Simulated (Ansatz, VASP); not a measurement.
**MgO in VASP and in Ansatz**

File INCAR:

```
SYSTEM = MgO
ALGO = Normal ; EDIFF = 1E-7
EDIFFG = -0.01 ; ENCUT = 600
GGA = PE ; GGA_COMPAT = .FALSE.
IBRION = 2 ; ISIF = 3
ISMEAR = 0 ; LASPH = .TRUE.
LCHARG = .FALSE. ; LREAL = .FALSE.
LWAVE = .FALSE. ; NELM = 120
NELMIN = 4 ; NSW = 100
PREC = Accurate ; SIGMA = 0.02
```

The input KPOINTS:

```
k-points
0
G
  12 12 6
  0 0 0
```

POSCAR

```
MgO
1.0
    2.9580193699      0.0000000000      0.0000000000
   -1.4790096849      2.5617199192      0.0000000000
    0.0000000000      0.0000000000      5.1565330101
Mg O
2 2
Direct
    0.0000000000      0.0000000000      0.0000000000
    0.0000000000      0.0000000000      0.5000000000
    0.3333333333      0.6666666667      0.7500000000
    0.6666666667      0.3333333333      0.2500000000
```

Input for Ansatz:

```yaml
crystal:
  lattice:
    - [2.9580193699, 0.0, 0.0]
    - [-1.4790096849, 2.5617199192, 0.0]
    - [0.0, 0.0, 5.1565330101]
  atoms:
    - { symbol: Mg, position: [0.0, 0.0, 0.0] }
    - { symbol: Mg, position: [0.0, 0.0, 0.5] }
    - { symbol: O, position: [0.3333333333, 0.6666666667, 0.75] }
    - { symbol: O, position: [0.6666666667, 0.3333333333, 0.25] }
basis:
  ecutwfc: 420
kpoints:
  mp_grid: { grid: [12, 12, 6] }
hamiltonian:
  xc: pbe
scf:
  occupations: { method: gaussian, width: 0.02 }
output:
  forces: true
  stress: true
  eigenvalues: true
relax:
  adjacent_minimum: "off"
  f_tol: 0.01
  max_steps: 80
  cell: { stress_tol: 0.05 }
```

Alike in both runs: task relaxation of cell and atoms; functional PBE; k mesh 12 × 12 × 6; occupations gaussian, width 0.02 eV; no spin polarisation.

|  | VASP | Ansatz |
| --- | --- | --- |
| version | VASP 6.6.1 | Ansatz 0.2.0 |
| potentials or method | VASP PAW PBE potentials, release 64 (Mg, O), cutoff 600 eV | scalar-relativistic, plane waves, PAW |
| valence electrons in the cell | 16 | 32 |

Ansatz gave:

* gap on the k mesh at the Fermi level, each at its own relaxed structure (eV): 4.13
* relaxed volume (Å³/atom): 9.77
* relaxed cell length with the largest relative difference (Å): 5.157

Q: Estimate VASP's values.

A: gap on the k mesh at the Fermi level, each at its own relaxed structure (eV): 4.17; relaxed volume (Å³/atom): 9.71; relaxed cell length with the largest relative difference (Å): 5.146.

VASP's potentials hold 16 valence electrons a cell and Ansatz's 32, so a difference there can come from the potentials and not from the codes.
